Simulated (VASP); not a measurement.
# Cu (Im-3m) in VASP: a series of runs

The runs below take Cu through relaxation of cell and atoms, single point, with revPBE.

Program: VASP 6.6.1. These are calculated values, not measurements. Logs are shortened: lines on timing, memory, paths and dates and some standing lists are left out, and cuts for length are marked.

### Step 1. The cell of the first run

It takes space group Im-3m (No. 229, cubic). Conventional cell: a = 2.869 Å, b = 2.869 Å, c = 2.869 Å, α = 90.00°, β = 90.00°, γ = 90.00°. Within 3.3 Å of Cu (site symmetry m-3m) lie 14 Cu at 2.48 to 2.87 Å.

### Step 2. Relaxation of cell and atoms, revPBE

INCAR

```
PREC     = Accurate       # precision mode
ENCUT    = 600            # plane-wave cutoff, eV
EDIFF    = 1E-7           # SCF threshold, eV
ISMEAR   = -1             # smearing method
SIGMA    = 0.1            # smearing width, eV
LREAL    = F              # projectors in reciprocal space
LASPH    = T              # aspherical terms in the spheres
NELM     = 100            # most SCF steps
ALGO     = Normal         # electronic algorithm
ISIF     = 3              # what is computed and relaxed
LWAVE    = F              # write WAVECAR
LCHARG   = F              # write CHGCAR
GGA      = RE             # functional
IBRION   = 2              # ionic algorithm
NSW      = 80             # ionic steps
EDIFFG   = -0.01          # ionic threshold
```

KPOINTS

```
Automatic mesh
0
Gamma
  15 15 15
```

POSCAR

```
Cu
1.0
   -1.4345978267      1.4345978267      1.4345978267
    1.4345978267     -1.4345978267      1.4345978267
    1.4345978267      1.4345978267     -1.4345978267
Cu
1
Direct
    0.0000000000      0.0000000000      0.0000000000
```

Potentials or basis: VASP PAW PBE potentials, release 64 (Cu).

Launch:

```bash
$ cat potpaw_PBE.64/Cu/POTCAR > POTCAR
$ mpirun -np 1 vasp_std > vasp.out
```

OUTCAR:

```text
PREC = Accurate
   ENCUT = 600
   EDIFF = 1E-7
   ISMEAR = -1
   LREAL = F
   LASPH = T
   NELM = 100
   ISIF = 3
   GGA = RE
   IBRION = 2
   NSW = 80
   EDIFFG = -0.01

 ion  position               nearest neighbor table
   1  0.000  0.000  0.000-

  LATTYP: Found a body centered cubic cell.
 ALAT       =     2.8691956534

  Lattice vectors:

 A1 = (  -1.4345978267,   1.4345978267,   1.4345978267)
 A2 = (   1.4345978267,  -1.4345978267,   1.4345978267)
 A3 = (   1.4345978267,   1.4345978267,  -1.4345978267)

Analysis of symmetry for initial positions (statically):
=====================================================================
 Subroutine PRICEL returns:
 Original cell was already a primitive cell.

 Routine SETGRP: Setting up the symmetry group for a
 body centered cubic supercell.

 Subroutine GETGRP returns: Found 48 space group operations
[... 9 lines left out ...]

 Routine SETGRP: Setting up the symmetry group for a
 body centered cubic supercell.

 Subroutine GETGRP returns: Found 48 space group operations
[... 11 lines left out ...]
                                     Primitive cell

  volume of cell :      11.8100

  direct lattice vectors                    reciprocal lattice vectors
    -1.434597827  1.434597827  1.434597827     0.000000000  0.348529735  0.348529735
     1.434597827 -1.434597827  1.434597827     0.348529735  0.000000000  0.348529735
     1.434597827  1.434597827 -1.434597827     0.348529735  0.348529735  0.000000000

  length of vectors
     2.484796324  2.484796324  2.484796324     0.492895478  0.492895478  0.492895478

  position of ions in fractional coordinates (direct lattice)
     0.000000000  0.000000000  0.000000000

  ion indices of the primitive-cell ions
   primitive index   ion index
                 1           1

----------------------------------------------------------------------------------------

 KPOINTS: Automatic mesh

Automatic generation of k-mesh.
 Grid dimensions read from file:
 generate k-points for:   15   15   15

 Generating k-lattice:

  Cartesian coordinates                     Fractional coordinates (reciprocal lattice)
     0.000000000  0.023235316  0.023235316     0.066666667  0.000000000  0.000000000
     0.023235316  0.000000000  0.023235316     0.000000000  0.066666667  0.000000000
     0.023235316  0.023235316  0.000000000     0.000000000  0.000000000  0.066666667

  Length of vectors
     0.032859699  0.032859699  0.032859699

[... 60 lines left out ...]
   ISYM   =      2    0-nonsym 1-usesym 2-fastsym
   POTIM  = 0.5000    time-step for ionic-motion
   TEBEG  =    0.0;   TEEND  =   0.0 temperature during run
   PSTRESS=    0.0 pullay stress
   NELECT =      11.0000    total number of electrons
   NUPDOWN=      -1.0000    fix difference up-down
   EMIN   =  10.00;   EMAX   =-10.00  energy-range for DOS
   EFERMI =   0.00;   METHOD = LEGACY
   ISMEAR =    -1;   SIGMA  =   0.10  broadening in eV -4-tet -1-fermi 0-gaus
   EFERMI_NEDOS =   21; number of points for ismear=-14 and -15
   IALGO  =     38    algorithm
   IMIX   =      4    mixing-type and parameters
     AMIX     =   0.40;   BMIX     =  1.00
     AMIX_MAG =   1.60;   BMIX_MAG =  1.00
  volume/ion in A,a.u.               =      11.81        79.70
  Fermi-wavevector in a.u.,A,eV,Ry     =   1.598781  3.021257 34.777848  2.556100
  Thomas-Fermi vector in A             =   2.696177
   LORBIT       =      0    0 simple, 1 ext, 2 COOP (PROOUT), +10 PAW based schemes
   GGA     = RE    functional components
   LHFCALC =     F    Hartree Fock is set to
   AEXX    =    0.0000 exact exchange contribution
   IVDW    =     0    specifies the selected vdW correction
   LEPSILON=     F    determine dielectric tensor
   LRPA    =     F    only Hartree local field effects (RPA)
 conjugate gradient relaxation of ions
 non-spin polarized calculation
  energy-cutoff  :      600.00
  volume of cell :       11.81
 maximum number of plane-waves:       406
   NGX =  9   NGY =  9   NGZ =  9

--------------------------------------- Ionic step        1  -------------------------------------------

 number of electron      10.9999996 magnetization

 Free energy of the ion-electron system (eV)
  ---------------------------------------------------
  ext. energy  EPLUGINS =         0.00000000
  ---------------------------------------------------
  free energy    TOTEN  =        -3.31389358 eV

  energy without entropy =       -3.30439464  energy(sigma->0) =       -3.30914411

------------------------ aborting loop because EDIFF is reached ----------------------------------------

  FORCE on cell =-STRESS in cart. coord.  units (eV):
  Direction    XX          YY          ZZ          XY          YZ          ZX
  --------------------------------------------------------------------------------------
  -------------------------------------------------------------------------------------
  Total        0.4860738      0.4860738      0.4860738     -0.0000000     -0.0000000     -0.0000000
  in kB       65.9420246     65.9420246     65.9420246     -0.0000000     -0.0000000     -0.0000000
  external PRESSURE =      65.9420246 kB  Pullay stress =       0.0000000 kB
[... 57 lines left out ...]
--------------------------------------- Ionic step        3  -------------------------------------------

 number of electron      11.0000012 magnetization

 Free energy of the ion-electron system (eV)
  ---------------------------------------------------
  ext. energy  EPLUGINS =         0.00000000
  ---------------------------------------------------
  free energy    TOTEN  =        -3.32508411 eV

  energy without entropy =       -3.31511919  energy(sigma->0) =       -3.32010165

 E-fermi :   7.1083     XC(G=0): -12.3545

 val. band max:        7.0164672687   @ k =  -0.4000   0.4667   0.0667
 cond. band min:       7.1261477168   @ k =  -0.3333   0.4667   0.0667
 fundamental gap:      0.1096804482
 Fermi energy:         7.1083344938

 k-point     1 :       0.0000    0.0000    0.0000
  band No.  band energies     occupation
      1      -1.8561      2.00000
      2       4.1765      2.00000
      3       4.1765      2.00000
      4       4.1765      2.00000
      5       5.1160      2.00000
      6       5.1160      2.00000
      7      31.6934      0.00000
      8      31.6934      0.00000
      9      31.6934      0.00000
[... 265 lines left out ...]
 k-point    24 :       0.4000    0.2000    0.0000
  band No.  band energies     occupation
      1       2.9077      2.00000
      2       3.5767      2.00000
      3       4.2612      2.00000
      4       5.0733      2.00000
      5       5.3488      2.00000
      6       9.1199      0.00000
      7      11.6411      0.00000
      8      17.2004      0.00000
      9      23.6549      0.00000

 [... further k-points ...]
[... 5 lines left out ...]
  --------------------------------------------------------------------------------------
  -------------------------------------------------------------------------------------
  Total        0.0028919      0.0028919      0.0028919     -0.0000000     -0.0000000      0.0000000
  in kB        0.3742210      0.3742210      0.3742210     -0.0000000     -0.0000000      0.0000000
  external PRESSURE =       0.3742210 kB  Pullay stress =       0.0000000 kB
[... 16 lines left out ...]
  FREE ENERGIE OF THE ION-ELECTRON SYSTEM (eV)
  ---------------------------------------------------
  free  energy   TOTEN  =        -3.3250841079 eV

  energy  without entropy=       -3.3151191853  energy(sigma->0) =       -3.32010165

 reached required accuracy - stopping structural energy minimisation
```

CONTCAR:

```text
Cu
   1.00000000000000
    -1.4573674228152691    1.4573674228152691    1.4573674228152691
     1.4573674228152691   -1.4573674228152691    1.4573674228152691
     1.4573674228152691    1.4573674228152691   -1.4573674228152691
  Cu
     1
Direct
     0.0000000000000000    0.0000000000000000    0.0000000000000000

  0.00000000E+00  0.00000000E+00  0.00000000E+00
```

It took 24 s on 1 thread of AMD EPYC 7R13 (Zen 3), shared host; peak memory 0.11 GiB.

Results:

| Property | Result |
| --- | --- |
| Free energy | -3.3251 eV |
| Relaxed volume | 12.38 Å³/atom |
| Relaxed cell | a = 2.524 Å, b = 2.524 Å, c = 2.524 Å, α = 109.47°, β = 109.47°, γ = 109.47° |
| Space group after relaxing (to 0.05 Å) | Im-3m (No. 229) |
| Energy gained by relaxing | 11.2 meV/atom |
| Ionic steps | 3 |
| Pressure after relaxing | 0.0 GPa |

The path:
| step | energy change (eV) | largest force (eV/Å) | pressure (GPa) | volume (Å³) |
| --- | --- | --- | --- | --- |
| 1 | 0.0000 | 0.0000 | 6.59 | 11.81 |
| 2 | -0.0089 | 0.0000 | -2.58 | 12.66 |
| 3 | -0.0112 | 0.0000 | 0.04 | 12.38 |

Final structure:
```xyz
1
Lattice="-1.4574 1.4574 1.4574 1.4574 -1.4574 1.4574 1.4574 1.4574 -1.4574" Properties=species:S:1:pos:R:3 pbc="T T T"
Cu    0.0000    0.0000    0.0000
```

Caveat: the PAW data sets were made with another functional, which shifts forces and pressure a little.

### Step 3. Single point, revPBE

This run uses another cell than the first one, of 12.32 Å³/atom, 1.043 times its volume.

INCAR

```
SYSTEM = Cu
PREC = Accurate
ENCUT = 520
EDIFF = 1E-7
ISMEAR = -1
SIGMA = 0.1
LREAL = .FALSE.
LASPH = .TRUE.
NELM = 60
ALGO = Normal
ISIF = 2
LWAVE = .FALSE.
LCHARG = .TRUE.
GGA = RE
LELF = .TRUE.
LVHAR = .TRUE.
NBANDS = 12
```

KPOINTS

```
regular mesh
0
G
  25 25 25
  0 0 0
```

POSCAR

```
Cu
1.0
   -1.4550685286      1.4550685286      1.4550685286
    1.4550685286     -1.4550685286      1.4550685286
    1.4550685286      1.4550685286     -1.4550685286
Cu
1
Direct
    0.0000000000      0.0000000000      0.0000000000
```

Potentials or basis: VASP PAW PBE potentials, release 64 (Cu).

Launch:

```bash
$ cat potpaw_PBE.64/Cu/POTCAR > POTCAR
$ mpirun -np 1 vasp_std > vasp.out
```

Wall time 47 s (1 thread of AMD EPYC 7R13 (Zen 3), shared host); peak memory 0.15 GiB.

The run converged. Its results:

- Free energy: -3.3230 eV
- Pressure: 0.6 GPa

Levels at points of the mesh, in eV from the Fermi level:
| k point | band 4 | band 5 | band 6 | band 7 | band 8 | band 9 |
| --- | --- | --- | --- | --- | --- | --- |
| (0.00, 0.00, 0.00) | -2.97 | -2.02 | -2.02 | 24.61 | 24.61 | 24.61 |

Caveat: the PAW data sets were made with another functional, which shifts forces and pressure a little.
